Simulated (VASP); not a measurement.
# InSb (Cmcm) in VASP: further runs

InSb is run at these levels: LDA, PBEsol, PBE; tasks: single point.

Program: VASP 6.6.1. These are calculated values, not measurements. Logs are shortened: lines on timing, memory, paths and dates and some standing lists are left out, and cuts for length are marked.

### 1 The cell of the first run

Symmetry: Cmcm, No. 63, orthorhombic system. Conventional cell: a = 6.127 Å, b = 6.163 Å, c = 6.127 Å, α = 90.00°, β = 90.00°, γ = 90.00°. Within 4.1 Å of In (site symmetry m2m) lie 6 Sb at 3.06 to 3.09 Å and 2 In at 4.10 Å. Within 4.4 Å of Sb (site symmetry m2m) lie 6 In at 3.06 to 3.09 Å and 10 Sb at 4.11 to 4.35 Å.

### 2 Single point, LDA

Contents of INCAR:

```
SYSTEM = InSb
  ALGO = Normal
  EDIFF = 1E-7
  ENCUT = 520
  GGA = CA
  ISIF = 2
  ISMEAR = 0
  LASPH = .True.
  LCHARG = .False.
  LREAL = .False.
  LWAVE = .False.
  NBANDS = 26
  NELM = 100
  PREC = Accurate
  SIGMA = 0.1
```

Contents of KPOINTS:

```
k-points
0
Gamma
  10 10 8
  0 0 0
```

Contents of POSCAR:

```
InSb
1.0
    3.0633140000     -3.0813730000      0.0000000000
    3.0633140000      3.0813730000      0.0000000000
    0.0000000000      0.0000000000      6.1268940000
In Sb
2 2
Direct
    0.2794110000      0.7205890000      0.2500000000
    0.7205890000      0.2794110000      0.7500000000
    0.7772050000      0.2227950000      0.2500000000
    0.2227950000      0.7772050000      0.7500000000
```

Potentials or basis: VASP PAW LDA potentials, release 64 (In_d, Sb).

The run is started by

```sh
cat potpaw_LDA.64/In_d/POTCAR potpaw_LDA.64/Sb/POTCAR > POTCAR
mpirun -np 1 vasp_std > vasp.out
```

OUTCAR:

```text
SYSTEM = InSb
   EDIFF = 1E-7
   ENCUT = 520
   GGA = CA
   ISIF = 2
   ISMEAR = 0
   LASPH = .True.
   LREAL = .False.
   NELM = 100
   PREC = Accurate

 ion  position               nearest neighbor table
   1  0.279  0.721  0.250-   3 3.06   3 3.06   3 3.07   4 3.08   4 3.08   3 3.09
   2  0.721  0.279  0.750-   4 3.06   4 3.06   4 3.07   3 3.08   3 3.08   4 3.09
   3  0.777  0.223  0.250-   1 3.06   1 3.06   1 3.07   2 3.08   2 3.08   1 3.09
   4  0.223  0.777  0.750-   2 3.06   2 3.06   2 3.07   1 3.08   1 3.08   2 3.09

  LATTYP: Found a base centered orthorhombic cell.
 ALAT       =     6.1266280000
 B/A-ratio  =     1.0058952494
 C/A-ratio  =     1.0000434170

  Lattice vectors:

 A1 = (   3.0633140000,  -3.0813730000,   0.0000000000)
 A2 = (   3.0633140000,   3.0813730000,   0.0000000000)
 A3 = (   0.0000000000,   0.0000000000,   6.1268940000)

Analysis of symmetry for initial positions (statically):
=====================================================================
 Subroutine PRICEL returns:
 Original cell was already a primitive cell.

 Routine SETGRP: Setting up the symmetry group for a
 base centered orthorhombic supercell.

 Subroutine GETGRP returns: Found  8 space group operations
 (whereof  4 operations were pure point group operations)
 out of a pool of  8 trial point group operations.

The static configuration has the point symmetry C_2h.
 The point group associated with its full space group is D_2h.

Analysis of symmetry for dynamics (positions and initial velocities):
=====================================================================
 Subroutine PRICEL returns:
 Original cell was already a primitive cell.

 Routine SETGRP: Setting up the symmetry group for a
 base centered orthorhombic supercell.

 Subroutine GETGRP returns: Found  8 space group operations
 (whereof  4 operations were pure point group operations)
 out of a pool of  8 trial point group operations.

The dynamic configuration has the point symmetry C_2h.
 The point group associated with its full space group is D_2h.

 Subroutine INISYM returns: Found  8 space group operations
 (whereof  4 operations are pure point group operations),
 and found     1 'primitive' translations

----------------------------------------------------------------------------------------

                                     Primitive cell

  volume of cell :     115.6661

  direct lattice vectors                    reciprocal lattice vectors
     3.063314000 -3.081373000  0.000000000     0.163221922 -0.162265328  0.000000000
     3.063314000  3.081373000  0.000000000     0.163221922  0.162265328  0.000000000
     0.000000000  0.000000000  6.126894000     0.000000000  0.000000000  0.163214836

  length of vectors
     4.344968611  4.344968611  6.126894000     0.230155236  0.230155236  0.163214836

  position of ions in fractional coordinates (direct lattice)
     0.279411000  0.720589000  0.250000000
     0.720589000  0.279411000  0.750000000
     0.777205000  0.222795000  0.250000000
     0.222795000  0.777205000  0.750000000

  ion indices of the primitive-cell ions
   primitive index   ion index
                 1           1
                 2           2
                 3           3
                 4           4

----------------------------------------------------------------------------------------

 KPOINTS: k-points

Automatic generation of k-mesh.
 Grid dimensions read from file:
 generate k-points for:   10   10    8

 Generating k-lattice:

  Cartesian coordinates                     Fractional coordinates (reciprocal lattice)
     0.016322192 -0.016226533  0.000000000     0.100000000 -0.000000000  0.000000000
     0.016322192  0.016226533  0.000000000    -0.000000000  0.100000000  0.000000000
     0.000000000  0.000000000  0.020401855     0.000000000  0.000000000  0.125000000

  Length of vectors
     0.023015524  0.023015524  0.020401855

  Shift w.r.t. Gamma in fractional coordinates (k-lattice)
     0.000000000  0.000000000  0.000000000

 Subroutine IBZKPT returns following result:
 ===========================================

 Found    155 irreducible k-points:

 Following reciprocal coordinates:
            Coordinates               Weight
  0.000000  0.000000  0.000000      1.000000
  0.100000 -0.000000  0.000000      4.000000
  0.200000 -0.000000  0.000000      4.000000
  0.300000  0.000000  0.000000      4.000000
  0.400000 -0.000000  0.000000      4.000000
  0.500000 -0.000000  0.000000      2.000000
[... 16 lines left out ...]
  0.300000  0.300000  0.000000      2.000000
  0.400000  0.300000  0.000000      4.000000
 [... further k-points ...]
   k-points           NKPTS =    155   k-points in BZ     NKDIM =    155   number of bands    NBANDS=     26
   number of dos      NEDOS =    301   number of ions     NIONS =      4
   total plane-waves  NPLWV =  49152
   dimension x,y,z NGX =    32 NGY =   32 NGZ =   48
   dimension x,y,z NGXF=    64 NGYF=   64 NGZF=   96
   ions per type =               2   2
   NGX,Y,Z   is equivalent  to a cutoff of  12.24, 12.24, 13.02 a.u.
   NGXF,Y,Z  is equivalent  to a cutoff of  24.49, 24.49, 26.05 a.u.
 SYSTEM =  InSb
   PREC   = accura    normal or accurate (medium, high low for compatibility)
   ISTART =      0    job   : 0-new  1-cont  2-samecut
   ICHARG =      2    charge: 1-file 2-atom 10-const
   ISPIN  =      1    spin polarized calculation?
   LNONCOLLINEAR =      F non collinear calculations
   LSORBIT =      F    spin-orbit coupling
   LASPH  =      T    aspherical Exc in radial PAW
   ENCUT  =  520.0 eV  38.22 Ry    6.18 a.u.   8.08  8.08 11.39*2*pi/ulx,y,z
   NELM   =    100;   NELMIN=  2; NELMDL= -5     # of ELM steps
   EDIFF  = 0.1E-06   stopping-criterion for ELM
   LREAL  =      F    real-space projection
   EDIFFG = 0.1E-05   stopping-criterion for IOM
   NSW    =      0    number of steps for IOM
   IBRION =     -1    ionic relax: 0-MD 1-quasi-New 2-CG
   NFREE  =      0    steps in history (QN), initial steepest desc. (CG)
   ISIF   =      2    stress and relaxation
   ISYM   =      2    0-nonsym 1-usesym 2-fastsym
   POTIM  = 0.5000    time-step for ionic-motion
   TEBEG  =    0.0;   TEEND  =   0.0 temperature during run
   PSTRESS=    0.0 pullay stress
   NELECT =      36.0000    total number of electrons
   NUPDOWN=      -1.0000    fix difference up-down
   EMIN   =  10.00;   EMAX   =-10.00  energy-range for DOS
   EFERMI =   0.00;   METHOD = LEGACY
   ISMEAR =     0;   SIGMA  =   0.10  broadening in eV -4-tet -1-fermi 0-gaus
   EFERMI_NEDOS =   21; number of points for ismear=-14 and -15
   IALGO  =     38    algorithm
   IMIX   =      4    mixing-type and parameters
     AMIX     =   0.40;   BMIX     =  1.00
     AMIX_MAG =   1.60;   BMIX_MAG =  1.00
  volume/ion in A,a.u.               =      28.92       195.14
  Fermi-wavevector in a.u.,A,eV,Ry     =   1.109448  2.096553 16.747069  1.230875
  Thomas-Fermi vector in A             =   2.245988
   LORBIT       =      0    0 simple, 1 ext, 2 COOP (PROOUT), +10 PAW based schemes
   GGA     = CA    functional components
   LHFCALC =     F    Hartree Fock is set to
   AEXX    =    0.0000 exact exchange contribution
   IVDW    =     0    specifies the selected vdW correction
   LEPSILON=     F    determine dielectric tensor
   LRPA    =     F    only Hartree local field effects (RPA)
 non-spin polarized calculation
 Gauss-broadening in eV      SIGMA  =   0.10
  energy-cutoff  :      520.00
  volume of cell :      115.67
 maximum number of plane-waves:      3156
   NGX = 17   NGY = 17   NGZ = 23

 number of electron      35.9999988 magnetization

 Free energy of the ion-electron system (eV)
  ---------------------------------------------------
  ext. energy  EPLUGINS =         0.00000000
  ---------------------------------------------------
  free energy    TOTEN  =       -15.99409448 eV

  energy without entropy =      -15.98059885  energy(sigma->0) =      -15.98734666

 E-fermi :   6.4175     XC(G=0):  -9.9582

 val. band max:        6.4106610069   @ k =   0.4000  -0.0000   0.5000
 cond. band min:       6.4192346890   @ k =   0.1000   0.1000   0.3750
 fundamental gap:      0.0085736821
 Fermi energy:         6.4174993707

 k-point     1 :       0.0000    0.0000    0.0000
  band No.  band energies     occupation
      1      -8.0350      2.00000
      2      -7.9094      2.00000
      3      -7.9052      2.00000
      4      -7.8959      2.00000
      5      -7.8899      2.00000
      6      -7.8838      2.00000
[... 18 lines left out ...]
     25      12.4411      0.00000
     26      12.5364      0.00000

 k-point     2 :       0.1000   -0.0000    0.0000
  band No.  band energies     occupation
      1      -8.0293      2.00000
      2      -7.9112      2.00000
      3      -7.9071      2.00000
      4      -7.8933      2.00000
      5      -7.8931      2.00000
      6      -7.8836      2.00000
[... 18 lines left out ...]
     25      12.5062      0.00000
     26      12.6928      0.00000

 k-point     3 :       0.2000   -0.0000    0.0000
  band No.  band energies     occupation
      1      -8.0140      2.00000
      2      -7.9176      2.00000
      3      -7.9130      2.00000
      4      -7.9007      2.00000
      5      -7.8858      2.00000
      6      -7.8830      2.00000
[... 18 lines left out ...]
     25      12.6964      0.00000
     26      12.7792      0.00000

 k-point     4 :       0.3000    0.0000    0.0000
  band No.  band energies     occupation
      1      -7.9930      2.00000
      2      -7.9262      2.00000
      3      -7.9233      2.00000
      4      -7.9093      2.00000
      5      -7.8821      2.00000
      6      -7.8758      2.00000
[... 18 lines left out ...]
     25      11.8245      0.00000
     26      12.9956      0.00000
[... 496 lines left out ...]
      1      -8.0054      2.00000
      2      -7.9418      2.00000
      3      -7.9147      2.00000
      4      -7.8984      2.00000
      5      -7.8828      2.00000
      6      -7.8761      2.00000
[... 18 lines left out ...]
     25      12.3626      0.00000
     26      12.6852      0.00000

 k-point    23 :       0.3000    0.3000    0.0000
  band No.  band energies     occupation
      1      -8.0033      2.00000
      2      -7.9859      2.00000
      3      -7.9112      2.00000
      4      -7.8969      2.00000
      5      -7.8945      2.00000
      6      -7.8762      2.00000
[... 18 lines left out ...]
     25      13.3584      0.00000
     26      13.3883      0.00000

 k-point    24 :       0.4000    0.3000    0.0000
  band No.  band energies     occupation
      1      -8.0103      2.00000
      2      -8.0045      2.00000
      3      -7.9041      2.00000
      4      -7.8984      2.00000
      5      -7.8939      2.00000
      6      -7.8840      2.00000
[... 18 lines left out ...]
     25      13.8052      0.00000
     26      13.9339      0.00000

 [... further k-points ...]
[... 5 lines left out ...]
  --------------------------------------------------------------------------------------
  -------------------------------------------------------------------------------------
  Total       -2.8281316     -2.8268676     -3.0287109      0.0000000      0.0000000      0.0000000
  in kB      -39.1745524    -39.1570436    -41.9529261      0.0000000      0.0000000      0.0000000
  external PRESSURE =     -40.0948407 kB  Pullay stress =       0.0000000 kB

 VOLUME and BASIS-vectors are now :
 -----------------------------------------------------------------------------
  energy-cutoff  :      520.00
  volume of cell :      115.67
      direct lattice vectors                 reciprocal lattice vectors
     3.063314000 -3.081373000  0.000000000     0.163221922 -0.162265328  0.000000000
     3.063314000  3.081373000  0.000000000     0.163221922  0.162265328  0.000000000
     0.000000000  0.000000000  6.126894000     0.000000000  0.000000000  0.163214836

 POSITION                                       TOTAL-FORCE (eV/Angst)
 -----------------------------------------------------------------------------------
      3.06331      1.35943      1.53172         0.000000      0.016629     -0.000000
      3.06331     -1.35943      4.59517         0.000000     -0.016629      0.000000
      3.06331     -1.70834      1.53172         0.000000      0.040241      0.000000
      3.06331      1.70834      4.59517         0.000000     -0.040241      0.000000
 -----------------------------------------------------------------------------------
    total drift:                               -0.000000     -0.000000     -0.000000

  FREE ENERGIE OF THE ION-ELECTRON SYSTEM (eV)
  ---------------------------------------------------
  free  energy   TOTEN  =       -15.9940944831 eV

  energy  without entropy=      -15.9805988452  energy(sigma->0) =      -15.98734666
```

Wall time 8.6 min (1 thread of Intel Xeon 8259CL, shared host); peak memory 0.49 GiB.

Results:

| Quantity | Value |
| --- | --- |
| Free energy | -15.9941 eV |
| Pressure | -4.0 GPa |
| Largest force | 0.040 eV/Å |
| Band gap on the k mesh | zero (bands 18 and 19 overlap by 2.66 eV) |

Forces on the atoms (eV/Å):
```
In   0.000  0.017  0.000
In   0.000 -0.017  0.000
Sb   0.000  0.040  0.000
Sb   0.000 -0.040  0.000
```

Stress tensor (GPa, compression positive):
```
-3.92  0.00  0.00
 0.00 -3.92  0.00
 0.00  0.00 -4.20
```

Levels at points of the mesh, in eV from the Fermi level:
```csv
k point,band 16,band 17,band 18,band 19,band 20,band 21
"(0.00, 0.00, 0.00)",-2.08,-0.60,-0.16,-0.02,0.04,3.37
"(0.50, 0.00, 0.00)",-2.47,-0.07,0.13,1.34,1.38,3.16
"(0.50, 0.50, 0.00)",-3.34,-2.08,-2.08,-2.07,-2.02,3.02
"(0.00, 0.00, 0.50)",-1.26,-1.25,-1.25,0.17,0.17,4.11
"(0.50, 0.00, 0.50)",0.31,0.32,0.32,2.14,2.14,2.44
"(0.50, 0.50, 0.50)",-3.51,-3.46,-3.46,1.87,1.87,3.32
```

Caveat: the cell stands under tension; spin-orbit coupling is left out, which moves the levels of the heavy elements.

### 3 Single point, PBEsol

Contents of INCAR:

```
SYSTEM = InSb
PREC = Accurate ; ENCUT = 520
EDIFF = 1E-6 ; ISMEAR = 0
SIGMA = 0.1 ; LREAL = .False.
LASPH = .True. ; NELM = 100
ALGO = Normal ; ISIF = 2
LWAVE = .False. ; LCHARG = .False.
GGA = PS ; NBANDS = 26
```

Contents of KPOINTS:

```
Automatic mesh
0
Gamma
  10 10 8
  0 0 0
```

POSCAR is that of step 2.

Potentials or basis: VASP PAW PBE potentials, release 64 (In_d, Sb).

The run is started by

```sh
cat potpaw_PBE.64/In_d/POTCAR potpaw_PBE.64/Sb/POTCAR > POTCAR
mpirun -np 1 vasp_std > vasp.out
```

Run time: 7.2 min. Hardware: 1 thread of Intel Xeon 8259CL, shared host; peak memory 0.52 GiB.

It converged, with:

| Property | Result |
| --- | --- |
| Free energy | -15.0215 eV |
| Pressure | -2.6 GPa |
| Largest force | 0.018 eV/Å |
| Band gap on the k mesh | zero (bands 18 and 19 overlap by 2.67 eV) |

Forces on the atoms (eV/Å):
```
In   0.000  0.003  0.000
In   0.000 -0.003  0.000
Sb   0.000  0.018  0.000
Sb   0.000 -0.018  0.000
```

Stress tensor (GPa, compression positive):
```
-2.54  0.00  0.00
 0.00 -2.53  0.00
 0.00  0.00 -2.86
```

Levels at points of the mesh, in eV from the Fermi level:
| k point | band 14 | band 15 | band 16 | band 17 | band 18 | band 19 | band 20 | band 21 | band 22 | band 23 |
| --- | --- | --- | --- | --- | --- | --- | --- | --- | --- | --- |
| (0.00, 0.00, 0.00) | -3.36 | -2.17 | -2.10 | -0.51 | -0.15 | -0.01 | 0.05 | 3.27 | 5.83 | 6.03 |
| (0.50, 0.00, 0.00) | -4.99 | -2.64 | -2.50 | -0.09 | 0.12 | 1.34 | 1.37 | 3.18 | 3.49 | 4.09 |
| (0.50, 0.50, 0.00) | -4.41 | -3.36 | -3.29 | -2.10 | -2.09 | -2.08 | -2.04 | 2.93 | 3.20 | 8.22 |
| (0.00, 0.00, 0.50) | -3.33 | -1.27 | -1.27 | -1.26 | -1.26 | 0.17 | 0.17 | 4.01 | 4.01 | 5.19 |
| (0.50, 0.00, 0.50) | -6.39 | 0.30 | 0.30 | 0.31 | 0.31 | 2.12 | 2.12 | 2.44 | 2.44 | 2.50 |
| (0.50, 0.50, 0.50) | -4.93 | -3.55 | -3.55 | -3.50 | -3.50 | 1.89 | 1.89 | 3.34 | 3.34 | 6.21 |

Caveat: the PAW data sets were made with another functional, which shifts forces and pressure a little; spin-orbit coupling is left out, which moves the levels of the heavy elements.

[end of part 1 of 2]
